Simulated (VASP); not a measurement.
Write the native input for VASP 6.6.1 that does the following.

| Item | Value |
| --- | --- |
| Task | single point |
| Functional | LDA |
| Potentials or basis | VASP PAW LDA potentials, release 64 (Ca_sv, B) |
| Cutoff | 520 eV |
| k mesh | 9 × 9 × 6 |
| Occupations | gaussian, width 0.1 eV |
| Spin | no spin polarisation |
| Dipole correction | no |
| Further INCAR settings | ALGO = Normal; EDIFF = 1e-06; NBANDS = 15 |

The structure of CaB2 lies in POSCAR:

```
CaB2
1.0
    3.2264302843      0.0000000000      0.0000000000
   -1.6132151421      2.7941705897      0.0000000000
    0.0000000000      0.0000000000      4.0673920000
Ca B
1 2
Direct
    0.0000000000      0.0000000000      0.0000000000
    0.6666666667      0.3333333333      0.5000000000
    0.3333333333      0.6666666667      0.5000000000
```

The input as run:

INCAR

```
SYSTEM = CaB2
PREC = Accurate
ENCUT = 520
EDIFF = 1E-6
ISMEAR = 0
SIGMA = 0.1
LREAL = .FALSE.
LASPH = .TRUE.
NELM = 60
ALGO = Normal
ISIF = 2
LWAVE = .FALSE.
LCHARG = .FALSE.
GGA = CA
NBANDS = 15
```

KPOINTS

```
regular mesh
0
G
  9 9 6
  0 0 0
```

Potentials or basis: VASP PAW LDA potentials, release 64 (Ca_sv, B).

Launch:

```console
$ cat potpaw_LDA.64/Ca_sv/POTCAR potpaw_LDA.64/B/POTCAR > POTCAR
$ mpirun -np 1 vasp_std > vasp.out
```

It gave:

```json
{
  "Pressure": "-6.6 GPa",
  "Band gap on the k mesh": "zero (bands 8 and 9 overlap by 1.54 eV)"
}
```

Caveat: the cell stands under tension.

Run time: 8.5 s on 1 thread of Intel(R) Xeon(R) 6975P-C (Granite Rapids), with other jobs on the host, peak memory 0.14 GiB.
